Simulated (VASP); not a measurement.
A run of VASP 6.6.1:

File INCAR:

```
PREC = Accurate ; ENCUT = 520
EDIFF = 1E-6 ; ISMEAR = 0
SIGMA = 0.02 ; LREAL = False
LASPH = True ; NELM = 80
ALGO = Normal ; ISIF = 2
LWAVE = False ; LCHARG = False
GGA = PE ; NBANDS = 30
```

Contents of KPOINTS:

```
Automatic mesh
0
Gamma
  6 6 6
```

POSCAR

```
CsPbBr3
1.0
    6.0027196135      0.0000000000      0.0000000000
    0.0000000000      6.0027196135      0.0000000000
    0.0000000000      0.0000000000      6.0027196135
Cs Pb Br
1 1 3
Direct
    0.0000000000      0.0000000000      0.0000000000
    0.5000000000      0.5000000000      0.5000000000
    0.0000000000      0.5000000000      0.5000000000
    0.5000000000      0.0000000000      0.5000000000
    0.5000000000      0.5000000000      0.0000000000
```

Potentials or basis: VASP PAW PBE potentials, release 64 (Cs_sv, Pb_d, Br).

Run with:

```bash
$ cat potpaw_PBE.64/Cs_sv/POTCAR potpaw_PBE.64/Pb_d/POTCAR potpaw_PBE.64/Br/POTCAR > POTCAR
$ mpirun -np 1 vasp_std > vasp.out
```

Hardware: 1 thread of Intel Xeon 8259CL (shared host).

**Question.** Estimate the wall time of this run.

**Answer.** It took 3.1 min on 1 thread of Intel Xeon 8259CL (shared host), peak memory 0.39 GiB. Counts: scf iterations 13, k points 20.
